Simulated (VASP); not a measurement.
The system is Ga.

```
Ga
1.0
     0.00000    2.16012    2.16012
     2.16012    0.00000    2.16012
     2.16012    2.16012    0.00000
Ga
1
Direct
  0.00000 0.00000 0.00000
```

* Program: VASP 6.6.1
* Task: relaxation of cell and atoms
* Functional: PBEsol
* Potentials or basis: VASP PAW PBE potentials, release 64 (Ga_d)
* Cutoff: 500 eV
* k mesh: 6 × 6 × 6
* Occupations: gaussian, width 0.1 eV
* Spin: no spin polarisation

At the start: pressure -7.4 GPa; volume 20.16 Å³/atom.

Where does the relaxation end?

Over 3 steps the energy falls by 77.7 meV/atom and the volume is 17.28 Å³/atom (-14.3 %); space group Fm-3m (No. 225, to 0.05 Å).

The path:
```
step  energy change (eV)  largest force (eV/Å)  pressure (GPa)  volume (Å³)
   1              0.0000                0.0000           -7.38        20.16
   2             -0.0765                0.0000           -1.17        17.57
   3             -0.0777                0.0000           -0.07        17.28
```

Final structure:
```cif
data_structure
_symmetry_space_group_name_H-M 'P 1'
_symmetry_Int_Tables_number 1
_cell_length_a 2.9017
_cell_length_b 2.9017
_cell_length_c 2.9017
_cell_angle_alpha 60.000
_cell_angle_beta 60.000
_cell_angle_gamma 60.000
_cell_volume 17.28
loop_
_atom_site_label
_atom_site_type_symbol
_atom_site_fract_x
_atom_site_fract_y
_atom_site_fract_z
_atom_site_occupancy
Ga1 Ga 0.00000 0.00000 0.00000 1
```

Caveat: the k points lie up to 0.44 Å⁻¹ apart in the final cell; the PAW data sets were made with another functional, which shifts forces and pressure a little.
